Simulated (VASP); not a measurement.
Si4Mo3:

```
Si Mo
1.0
     5.17136    0.00000    0.00000
    -2.58568    4.47853    0.00000
     0.00000    0.00000    5.24767
Si Mo
4 3
Direct
  0.00000 0.00000 0.25968
  0.00000 0.00000 0.74032
  0.33333 0.66667 0.50000
  0.66667 0.33333 0.50000
  0.50000 0.00000 0.00000
  0.00000 0.50000 0.00000
  0.50000 0.50000 0.00000
```

The cell was built from a structure type or drawn by symmetry, and may not be a known phase.

```yaml
Program: VASP 6.6.1
Task: relaxation of cell and atoms
Functional: PBE
Potentials_or_basis: VASP PAW PBE potentials, release 64 (Si, Mo_sv)
Cutoff: 500 eV
k_mesh: 4 × 4 × 3
Occupations: gaussian, width 0.2 eV
Spin: no spin polarisation
```

At the start: pressure -12.6 GPa; volume 17.36 Å³/atom.

Q: How do energy, volume and symmetry change on relaxing?

A: Over 11 steps the energy falls by 305.1 meV/atom and the volume is 15.30 Å³/atom (-11.9 %); space group P6/mmm (No. 191, to 0.1 Å) before and after.

Step by step:
```
step  energy change (eV)  largest force (eV/Å)  pressure (GPa)  volume (Å³)
   1              0.0000                0.9163          -12.62       121.54
   2             -1.4608                0.0408           18.02        98.50
   3             -1.5915                0.3681            8.51       102.81
   4             -1.9365                1.2307            6.05       104.47
   5             -2.0832                0.3496            5.56       104.06
   6             -2.0836                0.4083            5.54       104.10
   7             -2.0362                0.8365           -6.31       111.12
   8             -2.1349                0.1770            0.17       106.96
   9             -2.1349                0.1666            0.27       106.90
  10             -2.1355                0.1826           -0.11       107.18
  11             -2.1360                0.0413            0.04       107.07
```

Final structure:
```
Si Mo
1.0
     5.29337    0.00000    0.00000
    -2.64668    4.58419    0.00000
     0.00000    0.00000    4.41233
Si Mo
4 3
Cartesian
  -2.6467 4.5842 1.0989
  0.0000 0.0000 3.3135
  0.0000 3.0561 2.2062
  2.6467 1.5281 2.2062
  2.6467 0.0000 0.0000
  -1.3233 2.2921 0.0000
  1.3233 2.2921 0.0000
```

Caveat: the k points lie up to 0.47 Å⁻¹ apart in the final cell, too coarse for converged energies and pressures of a metal; a cell axis changed by over 15 % at a fixed basis, so the end point is rough; the relaxation stopped at a loose force limit of 0.08 eV/Å, so its end isn't a converged minimum.
